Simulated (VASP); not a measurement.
# BiAs3 (Pm-3m) in VASP: further runs

Runs on BiAs3. Level: PBE. Tasks: single point, relaxation of cell and atoms.

Everything below comes from runs of VASP 6.6.1. Logs are shortened: lines on timing, memory, paths and dates and some standing lists are left out, and cuts for length are marked.

### Step 1. The cell of the first run

The structure is cubic, space group Pm-3m (No. 221). The conventional cell has a = 4.499 Å, b = 4.499 Å, c = 4.499 Å, α = 90.00°, β = 90.00°, γ = 90.00°. Within 4.2 Å of Bi (site symmetry m-3m) lie 12 As at 3.18 Å. As (site symmetry 4/mmm) has 4 Bi at 3.18 Å and 8 As at 3.18 Å within 4.2 Å.

### Step 2. Single point, PBE

The input, INCAR:

```
  ALGO = Normal
  EDIFF = 1E-7
  ENCUT = 520
  GGA = PE
  ISIF = 2
  ISMEAR = 0
  LASPH = T
  LCHARG = F
  LREAL = F
  LWAVE = F
  NBANDS = 23
  NELM = 100
  PREC = Accurate
  SIGMA = 0.1
```

The input, KPOINTS:

```
k-points
0
Gamma
  4 4 4
```

The input, POSCAR:

```
BiAs3
1.0
    4.4987823402      0.0000000000      0.0000000000
    0.0000000000      4.4987823402      0.0000000000
    0.0000000000      0.0000000000      4.4987823402
Bi As
1 3
Direct
    0.0000000000      0.0000000000      0.0000000000
    0.0000000000      0.5000000000      0.5000000000
    0.5000000000      0.0000000000      0.5000000000
    0.5000000000      0.5000000000      0.0000000000
```

Potentials or basis: VASP PAW PBE potentials, release 64 (Bi_d, As).

The run is started by

```sh
$ cat potpaw_PBE.64/Bi_d/POTCAR potpaw_PBE.64/As/POTCAR > POTCAR
$ mpirun -np 1 vasp_std > vasp.out
```

OUTCAR:

```text
EDIFF = 1E-7
   ENCUT = 520
   GGA = PE
   ISIF = 2
   ISMEAR = 0
   LASPH = T
   LREAL = F
   NELM = 100
   PREC = Accurate

 ion  position               nearest neighbor table
   1  0.000  0.000  0.000-   2 3.18   3 3.18   4 3.18   2 3.18   3 3.18   2 3.18   4 3.18   2 3.18
                             3 3.18   4 3.18   3 3.18   4 3.18
   2  0.000  0.500  0.500-   1 3.18   1 3.18   1 3.18   1 3.18
   3  0.500  0.000  0.500-   1 3.18   1 3.18   1 3.18   1 3.18
   4  0.500  0.500  0.000-   1 3.18   1 3.18   1 3.18   1 3.18

  LATTYP: Found a simple cubic cell.
 ALAT       =     4.4987823402

  Lattice vectors:

 A1 = (   4.4987823402,   0.0000000000,   0.0000000000)
 A2 = (   0.0000000000,   4.4987823402,   0.0000000000)
 A3 = (   0.0000000000,   0.0000000000,   4.4987823402)

Analysis of symmetry for initial positions (statically):
=====================================================================
 Subroutine PRICEL returns:
 Original cell was already a primitive cell.

 Routine SETGRP: Setting up the symmetry group for a
 simple cubic supercell.

 Subroutine GETGRP returns: Found 48 space group operations
 (whereof 48 operations were pure point group operations)
 out of a pool of 48 trial point group operations.

The static configuration has the point symmetry O_h .

Analysis of symmetry for dynamics (positions and initial velocities):
=====================================================================
 Subroutine PRICEL returns:
 Original cell was already a primitive cell.

 Routine SETGRP: Setting up the symmetry group for a
 simple cubic supercell.

 Subroutine GETGRP returns: Found 48 space group operations
 (whereof 48 operations were pure point group operations)
 out of a pool of 48 trial point group operations.

The dynamic configuration has the point symmetry O_h .

 Subroutine INISYM returns: Found 48 space group operations
 (whereof 48 operations are pure point group operations),
 and found     1 'primitive' translations

----------------------------------------------------------------------------------------

                                     Primitive cell

  volume of cell :      91.0510

  direct lattice vectors                    reciprocal lattice vectors
     4.498782340  0.000000000  0.000000000     0.222282370  0.000000000  0.000000000
[... 72 lines left out ...]
   LASPH  =      T    aspherical Exc in radial PAW
   ENCUT  =  520.0 eV  38.22 Ry    6.18 a.u.   8.36  8.36  8.36*2*pi/ulx,y,z
   NELM   =    100;   NELMIN=  2; NELMDL= -5     # of ELM steps
   EDIFF  = 0.1E-06   stopping-criterion for ELM
   LREAL  =      F    real-space projection
   EDIFFG = 0.1E-05   stopping-criterion for IOM
   NSW    =      0    number of steps for IOM
   IBRION =     -1    ionic relax: 0-MD 1-quasi-New 2-CG
   NFREE  =      0    steps in history (QN), initial steepest desc. (CG)
   ISIF   =      2    stress and relaxation
   ISYM   =      2    0-nonsym 1-usesym 2-fastsym
   POTIM  = 0.5000    time-step for ionic-motion
   TEBEG  =    0.0;   TEEND  =   0.0 temperature during run
   PSTRESS=    0.0 pullay stress
   NELECT =      30.0000    total number of electrons
   NUPDOWN=      -1.0000    fix difference up-down
   EMIN   =  10.00;   EMAX   =-10.00  energy-range for DOS
   EFERMI =   0.00;   METHOD = LEGACY
   ISMEAR =     0;   SIGMA  =   0.10  broadening in eV -4-tet -1-fermi 0-gaus
   EFERMI_NEDOS =   21; number of points for ismear=-14 and -15
   IALGO  =     38    algorithm
   IMIX   =      4    mixing-type and parameters
     AMIX     =   0.40;   BMIX     =  1.00
     AMIX_MAG =   1.60;   BMIX_MAG =  1.00
  volume/ion in A,a.u.               =      22.76       153.61
  Fermi-wavevector in a.u.,A,eV,Ry     =   1.130716  2.136744 17.395308  1.278519
  Thomas-Fermi vector in A             =   2.267413
   LORBIT       =      0    0 simple, 1 ext, 2 COOP (PROOUT), +10 PAW based schemes
   GGA     = PE    functional components
   LHFCALC =     F    Hartree Fock is set to
   AEXX    =    0.0000 exact exchange contribution
   IVDW    =     0    specifies the selected vdW correction
   LEPSILON=     F    determine dielectric tensor
   LRPA    =     F    only Hartree local field effects (RPA)
 non-spin polarized calculation
 Gauss-broadening in eV      SIGMA  =   0.10
  energy-cutoff  :      520.00
  volume of cell :       91.05
 maximum number of plane-waves:      2469
 NGX is ok and might be reduce to    36
   NGX = 17   NGY = 17   NGZ = 17

 number of electron      30.0000004 magnetization

 Free energy of the ion-electron system (eV)
  ---------------------------------------------------
  ext. energy  EPLUGINS =         0.00000000
  ---------------------------------------------------
  free energy    TOTEN  =       -16.00282641 eV

  energy without entropy =      -15.98938411  energy(sigma->0) =      -15.99610526

 E-fermi :   6.5195     XC(G=0): -10.4781

 val. band max:        6.4648904428   @ k =   0.2500   0.2500   0.2500
 cond. band min:       6.5800630502   @ k =   0.0000   0.0000   0.0000
 fundamental gap:      0.1151726074
 Fermi energy:         6.5194709650

 k-point     1 :       0.0000    0.0000    0.0000
  band No.  band energies     occupation
      1     -16.4803      2.00000
      2     -16.4803      2.00000
      3     -16.4681      2.00000
      4     -16.4681      2.00000
      5     -16.4681      2.00000
      6      -7.6814      2.00000
[... 249 lines left out ...]
     22      15.2245      0.00000
     23      15.2245      0.00000

------------------------ aborting loop because EDIFF is reached ----------------------------------------

  FORCE on cell =-STRESS in cart. coord.  units (eV):
  Direction    XX          YY          ZZ          XY          YZ          ZX
  --------------------------------------------------------------------------------------
  -------------------------------------------------------------------------------------
  Total       -0.3445792     -0.3445792     -0.3445792     -0.0000000     -0.0000000      0.0000000
  in kB       -6.0633796     -6.0633796     -6.0633796     -0.0000000     -0.0000000      0.0000000
  external PRESSURE =      -6.0633796 kB  Pullay stress =       0.0000000 kB

 VOLUME and BASIS-vectors are now :
 -----------------------------------------------------------------------------
  energy-cutoff  :      520.00
  volume of cell :       91.05
      direct lattice vectors                 reciprocal lattice vectors
     4.498782340  0.000000000  0.000000000     0.222282370  0.000000000  0.000000000
     0.000000000  4.498782340  0.000000000     0.000000000  0.222282370  0.000000000
     0.000000000  0.000000000  4.498782340     0.000000000  0.000000000  0.222282370

 POSITION                                       TOTAL-FORCE (eV/Angst)
 -----------------------------------------------------------------------------------
      0.00000      0.00000      0.00000         0.000000      0.000000      0.000000
      0.00000      2.24939      2.24939         0.000000      0.000000      0.000000
      2.24939      0.00000      2.24939         0.000000      0.000000      0.000000
      2.24939      2.24939      0.00000         0.000000      0.000000      0.000000
 -----------------------------------------------------------------------------------
    total drift:                                0.000000      0.000000     -0.000000

  FREE ENERGIE OF THE ION-ELECTRON SYSTEM (eV)
  ---------------------------------------------------
  free  energy   TOTEN  =       -16.0028264059 eV

  energy  without entropy=      -15.9893841098  energy(sigma->0) =      -15.99610526
```

stdout:

```text
POSCAR found type information on POSCAR BiAs
 POSCAR found :  2 types and       4 ions
 scaLAPACK will be used
 LDA part: xc-table for (Slater+PW92), standard interpolation
 POSCAR, INCAR and KPOINTS ok, starting setup
 FFT: planning ... GRIDC
 FFT: planning ... GRID_SOFT
 FFT: planning ... GRID
 WAVECAR not read
 entering main loop
```

Run time: 11 s. Hardware: 1 thread of Intel Xeon 6975P-C (Granite Rapids), shared host; peak memory 0.2 GiB.

Results:

* Free energy: -16.0028 eV
* Pressure: -0.6 GPa
* Band gap on the k mesh: zero (bands 15 and 16 overlap by 4.18 eV)

Caveat: spin-orbit coupling is left out, which moves the levels of the heavy elements.

### Step 3. Single point, PBE

This run uses another cell than the first one, of 22.46 Å³/atom.

The input, INCAR:

```
SYSTEM = BiAs3
  PREC = Accurate
  ENCUT = 520
  EDIFF = 1E-6
  ISMEAR = 0
  SIGMA = 0.1
  LREAL = .False.
  LASPH = .True.
  NELM = 60
  ALGO = Normal
  ISIF = 2
  LWAVE = .False.
  LCHARG = .False.
  GGA = PE
  NBANDS = 23
```

The input, KPOINTS:

```
Automatic mesh
0
Gamma
  10 10 10
  0 0 0
```

The input, POSCAR:

```
BiAs3
1.0
    4.4788390742      0.0000000000      0.0000000000
    0.0000000000      4.4788390742      0.0000000000
    0.0000000000      0.0000000000      4.4788390742
Bi As
1 3
Direct
    0.0000000000      0.0000000000      0.0000000000
    0.0000000000      0.5000000000      0.5000000000
    0.5000000000      0.0000000000      0.5000000000
    0.5000000000      0.5000000000      0.0000000000
```

Potentials or basis: VASP PAW PBE potentials, release 64 (Bi_d, As).

The run is started by

```sh
$ cat potpaw_PBE.64/Bi_d/POTCAR potpaw_PBE.64/As/POTCAR > POTCAR
$ mpirun -np 1 vasp_std > vasp.out
```

OUTCAR:

```text
SYSTEM = BiAs3
   PREC = Accurate
   ENCUT = 520
   EDIFF = 1E-6
   ISMEAR = 0
   LREAL = .False.
   LASPH = .True.
   NELM = 60
   ISIF = 2
   GGA = PE

 ion  position               nearest neighbor table
   1  0.000  0.000  0.000-   2 3.17   3 3.17   4 3.17   2 3.17   3 3.17   2 3.17   4 3.17   2 3.17
                             3 3.17   4 3.17   3 3.17   4 3.17
   2  0.000  0.500  0.500-   1 3.17   1 3.17   1 3.17   1 3.17
   3  0.500  0.000  0.500-   1 3.17   1 3.17   1 3.17   1 3.17
   4  0.500  0.500  0.000-   1 3.17   1 3.17   1 3.17   1 3.17

  LATTYP: Found a simple cubic cell.
 ALAT       =     4.4788390742

  Lattice vectors:

 A1 = (   4.4788390742,   0.0000000000,   0.0000000000)
 A2 = (   0.0000000000,   4.4788390742,   0.0000000000)
 A3 = (   0.0000000000,   0.0000000000,   4.4788390742)

Analysis of symmetry for initial positions (statically):
=====================================================================
 Subroutine PRICEL returns:
 Original cell was already a primitive cell.

 Routine SETGRP: Setting up the symmetry group for a
 simple cubic supercell.

 Subroutine GETGRP returns: Found 48 space group operations
 (whereof 48 operations were pure point group operations)
 out of a pool of 48 trial point group operations.

The static configuration has the point symmetry O_h .

Analysis of symmetry for dynamics (positions and initial velocities):
=====================================================================
 Subroutine PRICEL returns:
 Original cell was already a primitive cell.

 Routine SETGRP: Setting up the symmetry group for a
 simple cubic supercell.

 Subroutine GETGRP returns: Found 48 space group operations
 (whereof 48 operations were pure point group operations)
 out of a pool of 48 trial point group operations.

The dynamic configuration has the point symmetry O_h .

 Subroutine INISYM returns: Found 48 space group operations
 (whereof 48 operations are pure point group operations),
[... 119 lines left out ...]
     AMIX     =   0.40;   BMIX     =  1.00
     AMIX_MAG =   1.60;   BMIX_MAG =  1.00
  volume/ion in A,a.u.               =      22.46       151.58
  Fermi-wavevector in a.u.,A,eV,Ry     =   1.135751  2.146258 17.550567  1.289930
  Thomas-Fermi vector in A             =   2.272456
   LORBIT       =      0    0 simple, 1 ext, 2 COOP (PROOUT), +10 PAW based schemes
   GGA     = PE    functional components
   LHFCALC =     F    Hartree Fock is set to
   AEXX    =    0.0000 exact exchange contribution
   IVDW    =     0    specifies the selected vdW correction
   LEPSILON=     F    determine dielectric tensor
   LRPA    =     F    only Hartree local field effects (RPA)
 non-spin polarized calculation
 Gauss-broadening in eV      SIGMA  =   0.10
  energy-cutoff  :      520.00
  volume of cell :       89.85
 maximum number of plane-waves:      2469
 NGX is ok and might be reduce to    36
   NGX = 17   NGY = 17   NGZ = 17

 number of electron      29.9999997 magnetization

 Free energy of the ion-electron system (eV)
  ---------------------------------------------------
  ext. energy  EPLUGINS =         0.00000000
  ---------------------------------------------------
  free energy    TOTEN  =       -15.98633409 eV

  energy without entropy =      -15.97511335  energy(sigma->0) =      -15.98072372

 E-fermi :   6.7945     XC(G=0): -10.5396

 val. band max:        6.7943523561   @ k =   0.5000   0.3000   0.0000
 cond. band min:       6.8169425113   @ k =   0.3000   0.2000   0.2000
 fundamental gap:      0.0225901552
 Fermi energy:         6.7945319973

 k-point     1 :       0.0000    0.0000    0.0000
  band No.  band energies     occupation
      1     -16.4914      2.00000
      2     -16.4914      2.00000
      3     -16.4803      2.00000
      4     -16.4803      2.00000
      5     -16.4803      2.00000
      6      -7.6410      2.00000
[... 613 lines left out ...]
     22      12.9733      0.00000
     23      13.7115      0.00000

 [... further k-points ...]

------------------------ aborting loop because EDIFF is reached ----------------------------------------

  FORCE on cell =-STRESS in cart. coord.  units (eV):
  Direction    XX          YY          ZZ          XY          YZ          ZX
  --------------------------------------------------------------------------------------
  -------------------------------------------------------------------------------------
  Total       -0.0135772     -0.0135772     -0.0135772      0.0000000      0.0000000     -0.0000000
  in kB       -0.2421164     -0.2421164     -0.2421164      0.0000000      0.0000000     -0.0000000
  external PRESSURE =      -0.2421164 kB  Pullay stress =       0.0000000 kB

 VOLUME and BASIS-vectors are now :
 -----------------------------------------------------------------------------
  energy-cutoff  :      520.00
  volume of cell :       89.85
      direct lattice vectors                 reciprocal lattice vectors
     4.478839074  0.000000000  0.000000000     0.223272143  0.000000000  0.000000000
     0.000000000  4.478839074  0.000000000     0.000000000  0.223272143  0.000000000
     0.000000000  0.000000000  4.478839074     0.000000000  0.000000000  0.223272143

 POSITION                                       TOTAL-FORCE (eV/Angst)
 -----------------------------------------------------------------------------------
      0.00000      0.00000      0.00000         0.000000      0.000000      0.000000
      0.00000      2.23942      2.23942         0.000000      0.000000      0.000000
      2.23942      0.00000      2.23942         0.000000      0.000000      0.000000
      2.23942      2.23942      0.00000         0.000000      0.000000      0.000000
 -----------------------------------------------------------------------------------
    total drift:                                0.000000     -0.000000     -0.000000

  FREE ENERGIE OF THE ION-ELECTRON SYSTEM (eV)
  ---------------------------------------------------
  free  energy   TOTEN  =       -15.9863340929 eV

  energy  without entropy=      -15.9751133469  energy(sigma->0) =      -15.98072372
```

OSZICAR:

```text
N       E                     dE             d eps       ncg     rms          rms(c)
DAV:   1     0.222061908138E+03    0.22206E+03   -0.13423E+04  2576   0.127E+03
DAV:   2     0.390826070003E+01   -0.21815E+03   -0.20743E+03  2710   0.328E+02
DAV:   3    -0.154492922327E+02   -0.19358E+02   -0.18452E+02  3253   0.960E+01
DAV:   4    -0.160750436199E+02   -0.62575E+00   -0.62290E+00  2998   0.177E+01
DAV:   5    -0.160932993978E+02   -0.18256E-01   -0.18254E-01  3798   0.321E+00    0.292E+00
DAV:   6    -0.159928141155E+02    0.10049E+00   -0.13909E-01  3336   0.346E+00    0.170E+00
DAV:   7    -0.159873821789E+02    0.54319E-02   -0.53319E-02  3277   0.123E+00    0.605E-01
DAV:   8    -0.159864127143E+02    0.96946E-03   -0.54650E-03  3314   0.658E-01    0.115E-01
DAV:   9    -0.159863462608E+02    0.66454E-04   -0.11078E-03  3241   0.253E-01    0.678E-02
DAV:  10    -0.159863453713E+02    0.88950E-06   -0.11977E-04  3179   0.619E-02    0.428E-02
DAV:  11    -0.159863363928E+02    0.89785E-05   -0.36815E-05  3310   0.654E-02    0.125E-02
DAV:  12    -0.159863350190E+02    0.13738E-05   -0.59920E-06  3008   0.137E-02    0.625E-03
DAV:  13    -0.159863340929E+02    0.92607E-06   -0.27029E-07  2009   0.510E-03
   1 F= -.15986334E+02 E0= -.15980724E+02  d E =-.112207E-01
```

It took 41 s on 1 thread of Intel Xeon 6975P-C (Granite Rapids), shared host; peak memory 0.26 GiB.

What came out:

| Quantity | Value |
| --- | --- |
| Free energy | -15.9863 eV |
| Pressure | 0.0 GPa |
| Band gap on the k mesh | zero (bands 15 and 16 overlap by 4.28 eV) |

Caveat: spin-orbit coupling is left out, which moves the levels of the heavy elements.

### Step 4. Relaxation of cell and atoms, PBE

The input, INCAR:

```
  PREC = Accurate
  ENCUT = 600
  EDIFF = 1E-6
  ISMEAR = 0
  SIGMA = 0.1
  LREAL = False
  LASPH = True
  NELM = 60
  ALGO = Normal
  ISIF = 3
  LWAVE = False
  LCHARG = False
  GGA = PE
  IBRION = 2
  NSW = 100
  EDIFFG = -0.01
```

The input, KPOINTS:

```
Automatic mesh
0
Gamma
  10 10 10
```

The input, POSCAR:

```
BiAs3
1.0
    4.4987823402      0.0000000000      0.0000000000
    0.0000000000      4.4987823402      0.0000000000
    0.0000000000      0.0000000000      4.4987823402
Bi As
1 3
Direct
    0.0000000000      0.0000000000      0.0000000000
    0.0000000000      0.5000000000      0.5000000000
    0.5000000000      0.0000000000      0.5000000000
    0.5000000000      0.5000000000      0.0000000000
```

The run is started by

```sh
$ cat potpaw_PBE.64/Bi_d/POTCAR potpaw_PBE.64/As/POTCAR > POTCAR
$ mpirun -np 1 vasp_std > vasp.out
```

Run time: 80 s. Hardware: 1 thread of Intel Xeon 6975P-C (Granite Rapids), shared host; peak memory 0.28 GiB.

Results (log left out):

- Free energy: -15.9865 eV
- Relaxed volume: 22.47 Å³/atom
- Relaxed cell: a = 4.479 Å, b = 4.479 Å, c = 4.479 Å, α = 90.00°, β = 90.00°, γ = 90.00°
- Space group after relaxing (to 0.1 Å): Pm-3m (No. 221)
- Energy gained by relaxing: 0.8 meV/atom
- Ionic steps: 3
- Pressure after relaxing: 0.0 GPa
- Band gap on the k mesh: zero (bands 15 and 16 overlap by 4.27 eV)

The path:
| step | energy change (eV) | largest force (eV/Å) | pressure (GPa) | volume (Å³) |
| --- | --- | --- | --- | --- |
| 1 | 0.0000 | 0.0000 | -0.90 | 91.05 |
| 2 | -0.0027 | 0.0000 | 0.40 | 89.37 |
| 3 | -0.0033 | 0.0000 | 0.00 | 89.88 |

Final structure:
```
Bi As
1.0
     4.47935    0.00000    0.00000
     0.00000    4.47935    0.00000
     0.00000    0.00000    4.47935
Bi As
1 3
Direct
  0.00000 0.00000 0.00000
  0.00000 0.50000 0.50000
  0.50000 0.00000 0.50000
  0.50000 0.50000 0.00000
```

Levels at points of the mesh, in eV from the Fermi level:
| k point | band 12 | band 13 | band 14 | band 15 | band 16 | band 17 | band 18 | band 19 |
| --- | --- | --- | --- | --- | --- | --- | --- | --- |
| (0.00, 0.00, 0.00) | -5.11 | -0.03 | -0.03 | -0.03 | 0.90 | 0.90 | 0.90 | 4.67 |
| (0.50, 0.00, 0.00) | -3.18 | -3.18 | -1.59 | -1.28 | 0.30 | 0.61 | 1.81 | 1.81 |
| (0.50, 0.50, 0.00) | -2.86 | -2.62 | -1.53 | -1.53 | -1.46 | -0.89 | 2.78 | 2.91 |
| (0.50, 0.50, 0.50) | -6.17 | -5.79 | 2.81 | 2.81 | 2.81 | 3.14 | 3.14 | 5.01 |

Caveat: spin-orbit coupling is left out, which moves the levels of the heavy elements.

### Step 5. Overview

```tsv
task	cell	k mesh	cutoff (eV)	gap on the mesh (eV)	pressure (GPa)
single point	a = 4.499 Å, 4 atoms	4 × 4 × 4	520	none	-0.6
single point	a = 4.479 Å, 4 atoms	10 × 10 × 10	520	none	0.0
relaxation of cell and atoms	relaxed from a = 4.499 Å, 4 atoms	10 × 10 × 10	600	none	0.0
```

Alike in all rows: level PBE; potentials or basis VASP PAW PBE potentials, release 64 (Bi_d, As); no spin polarisation; smearing gaussian 0.1 eV.

Caveats: spin-orbit coupling is left out, which moves the levels of the heavy elements.

Absolute energies hang on the potentials; compare differences alone.

The gap in the log of VASP goes by the Fermi energy; the results here count the filled bands.